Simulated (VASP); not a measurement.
# Na (Pm-3m) in VASP: further runs

Na is run at these levels: PBE; tasks: single point.

All numbers are computed with VASP 6.6.1; they aren't measurements. Logs are shortened: lines on timing, memory, paths and dates and some standing lists are left out, and cuts for length are marked.

**1. The cell of the first run**

It takes space group Pm-3m (No. 221, cubic). Conventional cell: a = 3.414 Å, b = 3.414 Å, c = 3.414 Å, α = 90.00°, β = 90.00°, γ = 90.00°. Na (site symmetry m-3m) has 6 Na at 3.41 Å within 4.5 Å.

**2. Single point, PBE**

The input, INCAR:

```
SYSTEM = Na
PREC = Accurate
ENCUT = 520
EDIFF = 1E-6
ISMEAR = -1
SIGMA = 0.1
LREAL = .False.
LASPH = .True.
NELM = 60
ALGO = Normal
ISIF = 2
LWAVE = .False.
LCHARG = .False.
GGA = PE
NBANDS = 10
```

The input, KPOINTS:

```
regular mesh
0
Gamma
  10 10 10
  0 0 0
```

The input, POSCAR:

```
Na
1.0
    3.4144329972      0.0000000000      0.0000000000
    0.0000000000      3.4144329972      0.0000000000
    0.0000000000      0.0000000000      3.4144329972
Na
1
Direct
    0.0000000000      0.0000000000      0.0000000000
```

Potentials or basis: VASP PAW PBE potentials, release 64 (Na_pv).

Started as:

```
cat potpaw_PBE.64/Na_pv/POTCAR > POTCAR
mpirun -np 1 vasp_std > vasp.out
```

OUTCAR:

```text
SYSTEM = Na
   PREC = Accurate
   ENCUT = 520
   EDIFF = 1E-6
   ISMEAR = -1
   LREAL = .False.
   LASPH = .True.
   NELM = 60
   ISIF = 2
   GGA = PE

 ion  position               nearest neighbor table
   1  0.000  0.000  0.000-

  LATTYP: Found a simple cubic cell.
 ALAT       =     3.4144329972

  Lattice vectors:

 A1 = (   3.4144329972,   0.0000000000,   0.0000000000)
 A2 = (   0.0000000000,   3.4144329972,   0.0000000000)
 A3 = (   0.0000000000,   0.0000000000,   3.4144329972)

Analysis of symmetry for initial positions (statically):
=====================================================================
 Subroutine PRICEL returns:
 Original cell was already a primitive cell.

 Routine SETGRP: Setting up the symmetry group for a
 simple cubic supercell.

 Subroutine GETGRP returns: Found 48 space group operations
 (whereof 48 operations were pure point group operations)
 out of a pool of 48 trial point group operations.

The static configuration has the point symmetry O_h .

Analysis of symmetry for dynamics (positions and initial velocities):
=====================================================================
 Subroutine PRICEL returns:
 Original cell was already a primitive cell.

 Routine SETGRP: Setting up the symmetry group for a
 simple cubic supercell.

 Subroutine GETGRP returns: Found 48 space group operations
 (whereof 48 operations were pure point group operations)
 out of a pool of 48 trial point group operations.

The dynamic configuration has the point symmetry O_h .

 Subroutine INISYM returns: Found 48 space group operations
 (whereof 48 operations are pure point group operations),
 and found     1 'primitive' translations

----------------------------------------------------------------------------------------

                                     Primitive cell

  volume of cell :      39.8067

  direct lattice vectors                    reciprocal lattice vectors
     3.414432997  0.000000000  0.000000000     0.292874395  0.000000000  0.000000000
     0.000000000  3.414432997  0.000000000     0.000000000  0.292874395  0.000000000
     0.000000000  0.000000000  3.414432997     0.000000000  0.000000000  0.292874395

  length of vectors
     3.414432997  3.414432997  3.414432997     0.292874395  0.292874395  0.292874395

  position of ions in fractional coordinates (direct lattice)
     0.000000000  0.000000000  0.000000000

  ion indices of the primitive-cell ions
   primitive index   ion index
                 1           1

----------------------------------------------------------------------------------------

 KPOINTS: regular mesh

Automatic generation of k-mesh.
 Grid dimensions read from file:
 generate k-points for:   10   10   10

 Generating k-lattice:

  Cartesian coordinates                     Fractional coordinates (reciprocal lattice)
     0.029287440  0.000000000  0.000000000     0.100000000  0.000000000  0.000000000
     0.000000000  0.029287440  0.000000000     0.000000000  0.100000000  0.000000000
     0.000000000  0.000000000  0.029287440     0.000000000  0.000000000  0.100000000

  Length of vectors
     0.029287440  0.029287440  0.029287440

  Shift w.r.t. Gamma in fractional coordinates (k-lattice)
     0.000000000  0.000000000  0.000000000

 Subroutine IBZKPT returns following result:
 ===========================================

 Found     56 irreducible k-points:

 Following reciprocal coordinates:
            Coordinates               Weight
  0.000000  0.000000  0.000000      1.000000
  0.100000  0.000000  0.000000      6.000000
  0.200000  0.000000  0.000000      6.000000
  0.300000  0.000000  0.000000      6.000000
  0.400000  0.000000  0.000000      6.000000
  0.500000  0.000000  0.000000      3.000000
[... 16 lines left out ...]
  0.200000  0.100000  0.100000     24.000000
  0.300000  0.100000  0.100000     24.000000
 [... further k-points ...]
   k-points           NKPTS =     56   k-points in BZ     NKDIM =     56   number of bands    NBANDS=     10
   number of dos      NEDOS =    301   number of ions     NIONS =      1
   total plane-waves  NPLWV =  21952
   dimension x,y,z NGX =    28 NGY =   28 NGZ =   28
   dimension x,y,z NGXF=    56 NGYF=   56 NGZF=   56
   ions per type =               1
   NGX,Y,Z   is equivalent  to a cutoff of  13.63, 13.63, 13.63 a.u.
   NGXF,Y,Z  is equivalent  to a cutoff of  27.27, 27.27, 27.27 a.u.
 SYSTEM =  Na
   PREC   = accura    normal or accurate (medium, high low for compatibility)
   ISTART =      0    job   : 0-new  1-cont  2-samecut
   ICHARG =      2    charge: 1-file 2-atom 10-const
   ISPIN  =      1    spin polarized calculation?
   LNONCOLLINEAR =      F non collinear calculations
   LSORBIT =      F    spin-orbit coupling
   LASPH  =      T    aspherical Exc in radial PAW
   ENCUT  =  520.0 eV  38.22 Ry    6.18 a.u.   6.35  6.35  6.35*2*pi/ulx,y,z
   NELM   =     60;   NELMIN=  2; NELMDL= -5     # of ELM steps
   EDIFF  = 0.1E-05   stopping-criterion for ELM
   LREAL  =      F    real-space projection
   EDIFFG = 0.1E-04   stopping-criterion for IOM
   NSW    =      0    number of steps for IOM
   IBRION =     -1    ionic relax: 0-MD 1-quasi-New 2-CG
   NFREE  =      0    steps in history (QN), initial steepest desc. (CG)
   ISIF   =      2    stress and relaxation
   ISYM   =      2    0-nonsym 1-usesym 2-fastsym
   POTIM  = 0.5000    time-step for ionic-motion
   TEBEG  =    0.0;   TEEND  =   0.0 temperature during run
   PSTRESS=    0.0 pullay stress
   NELECT =       7.0000    total number of electrons
   NUPDOWN=      -1.0000    fix difference up-down
   EMIN   =  10.00;   EMAX   =-10.00  energy-range for DOS
   EFERMI =   0.00;   METHOD = LEGACY
   ISMEAR =    -1;   SIGMA  =   0.10  broadening in eV -4-tet -1-fermi 0-gaus
   EFERMI_NEDOS =   21; number of points for ismear=-14 and -15
   IALGO  =     38    algorithm
   IMIX   =      4    mixing-type and parameters
     AMIX     =   0.40;   BMIX     =  1.00
     AMIX_MAG =   1.60;   BMIX_MAG =  1.00
  volume/ion in A,a.u.               =      39.81       268.63
  Fermi-wavevector in a.u.,A,eV,Ry     =   0.917182  1.733223 11.445534  0.841223
  Thomas-Fermi vector in A             =   2.042122
   LORBIT       =      0    0 simple, 1 ext, 2 COOP (PROOUT), +10 PAW based schemes
   GGA     = PE    functional components
   LHFCALC =     F    Hartree Fock is set to
   AEXX    =    0.0000 exact exchange contribution
   IVDW    =     0    specifies the selected vdW correction
   LEPSILON=     F    determine dielectric tensor
   LRPA    =     F    only Hartree local field effects (RPA)
 non-spin polarized calculation
  energy-cutoff  :      520.00
  volume of cell :       39.81
 maximum number of plane-waves:      1108
 NGX is ok and might be reduce to    28
   NGX = 13   NGY = 13   NGZ = 13

 number of electron       7.0000015 magnetization

 Free energy of the ion-electron system (eV)
  ---------------------------------------------------
  ext. energy  EPLUGINS =         0.00000000
  ---------------------------------------------------
  free energy    TOTEN  =        -1.20152829 eV

  energy without entropy =       -1.18543369  energy(sigma->0) =       -1.19348099

 E-fermi :   0.2000     XC(G=0):  -6.3101

 val. band max:        0.1881751137   @ k =   0.5000   0.0000   0.0000
 cond. band min:       0.2514404437   @ k =   0.4000   0.3000   0.0000
 fundamental gap:      0.0632653300
 Fermi energy:         0.1999727419

 k-point     1 :       0.0000    0.0000    0.0000
  band No.  band energies     occupation
      1     -24.9725      2.00000
      2     -24.9725      2.00000
      3     -24.9725      2.00000
      4      -2.9906      2.00000
      5       8.3488      0.00000
      6       8.3488      0.00000
      7       9.6185      0.00000
      8       9.6185      0.00000
      9       9.6185      0.00000
     10      12.4486      0.00000

 k-point     2 :       0.1000    0.0000    0.0000
  band No.  band energies     occupation
      1     -24.9770      2.00000
      2     -24.9721      2.00000
      3     -24.9721      2.00000
      4      -2.8574      2.00000
      5       6.9243      0.00000
      6       8.4703      0.00000
      7       9.7260      0.00000
      8       9.7260      0.00000
      9      10.5351      0.00000
     10      13.2792      0.00000

 k-point     3 :       0.2000    0.0000    0.0000
  band No.  band energies     occupation
      1     -24.9886      2.00000
      2     -24.9712      2.00000
      3     -24.9712      2.00000
      4      -2.4598      2.00000
      5       5.0200      0.00000
      6       8.8311      0.00000
      7      10.0484      0.00000
      8      10.0484      0.00000
      9      11.2913      0.00000
     10      15.3578      0.00000

 k-point     4 :       0.3000    0.0000    0.0000
  band No.  band energies     occupation
      1     -25.0029      2.00000
      2     -24.9699      2.00000
      3     -24.9699      2.00000
      4      -1.8031      2.00000
      5       3.2337      0.00000
      6       9.4135      0.00000
      7      10.5846      0.00000
      8      10.5846      0.00000
      9      11.9980      0.00000
     10      15.0232      0.00000
[... 222 lines left out ...]
 k-point    22 :       0.1000    0.1000    0.1000
  band No.  band energies     occupation
      1     -24.9766      2.00000
      2     -24.9760      2.00000
      3     -24.9760      2.00000
      4      -2.5919      2.00000
      5       6.8921      0.00000
      6       6.8921      0.00000
      7       8.4580      0.00000
      8      11.7767      0.00000
      9      11.7767      0.00000
     10      14.1437      0.00000

 k-point    23 :       0.2000    0.1000    0.1000
  band No.  band energies     occupation
      1     -24.9877      2.00000
      2     -24.9753      2.00000
      3     -24.9750      2.00000
      4      -2.1961      2.00000
      5       5.2265      0.00000
      6       7.2456      0.00000
      7       8.5024      0.00000
      8      12.0507      0.00000
      9      13.0657      0.00000
     10      14.6926      0.00000

 k-point    24 :       0.3000    0.1000    0.1000
  band No.  band energies     occupation
      1     -25.0019      2.00000
      2     -24.9741      2.00000
      3     -24.9737      2.00000
      4      -1.5423      2.00000
      5       3.4726      0.00000
      6       7.8317      0.00000
      7       9.0287      0.00000
      8      12.1149      0.00000
      9      13.4253      0.00000
     10      13.4449      0.00000

 [... further k-points ...]
[... 5 lines left out ...]
  --------------------------------------------------------------------------------------
  -------------------------------------------------------------------------------------
  Total       -0.0035166     -0.0035166     -0.0035166      0.0000000     -0.0000000      0.0000000
  in kB       -0.1415381     -0.1415381     -0.1415381      0.0000000     -0.0000000      0.0000000
  external PRESSURE =      -0.1415381 kB  Pullay stress =       0.0000000 kB

 VOLUME and BASIS-vectors are now :
 -----------------------------------------------------------------------------
  energy-cutoff  :      520.00
  volume of cell :       39.81
      direct lattice vectors                 reciprocal lattice vectors
     3.414432997  0.000000000  0.000000000     0.292874395  0.000000000  0.000000000
     0.000000000  3.414432997  0.000000000     0.000000000  0.292874395  0.000000000
     0.000000000  0.000000000  3.414432997     0.000000000  0.000000000  0.292874395

 POSITION                                       TOTAL-FORCE (eV/Angst)
 -----------------------------------------------------------------------------------
      0.00000      0.00000      0.00000         0.000000      0.000000      0.000000
 -----------------------------------------------------------------------------------
    total drift:                               -0.000000     -0.000000     -0.000000

  FREE ENERGIE OF THE ION-ELECTRON SYSTEM (eV)
  ---------------------------------------------------
  free  energy   TOTEN  =        -1.2015282854 eV

  energy  without entropy=       -1.1854336868  energy(sigma->0) =       -1.19348099
```

It used 21 s of CPU time on 1 thread of Intel Xeon 8259CL (shared host).

What came out:

| Quantity | Value |
| --- | --- |
| Free energy | -1.2015 eV |
| Pressure | 0.0 GPa |

**3. Single point, PBE (volume scaled by 1.04)**

The input, INCAR:

```
ALGO = Normal
EDIFF = 1E-7
ENCUT = 520
GGA = PE
ISIF = 2
ISMEAR = -1
LASPH = True
LCHARG = False
LREAL = False
LWAVE = False
NBANDS = 10
NELM = 60
PREC = Accurate
SIGMA = 0.1
```

The input, KPOINTS:

```
k-points
0
Gamma
  10 10 10
```

The input, POSCAR:

```
Na
1.0
    3.4593648998      0.0000000000      0.0000000000
    0.0000000000      3.4593648998      0.0000000000
    0.0000000000      0.0000000000      3.4593648998
Na
1
Direct
    0.0000000000      0.0000000000      0.0000000000
```

Potentials or basis: VASP PAW PBE potentials, release 64 (Na_pv).

Started as:

```
cat potpaw_PBE.64/Na_pv/POTCAR > POTCAR
mpirun -np 1 vasp_std > vasp.out
```

It took 40 s on 1 thread of Intel Xeon 8259CL, shared host; peak memory 0.16 GiB.

Results (log left out):

```
Free energy : -1.2003 eV
Pressure    : -0.2 GPa
```

Levels at points of the mesh, in eV from the Fermi level:
```csv
k point,band 1,band 2,band 3,band 4,band 5,band 6,band 7
"(0.00, 0.00, 0.00)",-25.19,-25.19,-25.19,-3.11,7.99,7.99,9.17
"(0.50, 0.00, 0.00)",-25.23,-25.19,-25.19,0.01,0.10,10.20,11.55
"(0.50, 0.50, 0.00)",-25.23,-25.23,-25.19,2.83,2.83,3.10,3.74
"(0.50, 0.50, 0.50)",-25.22,-25.22,-25.22,5.68,5.68,5.68,5.69
```
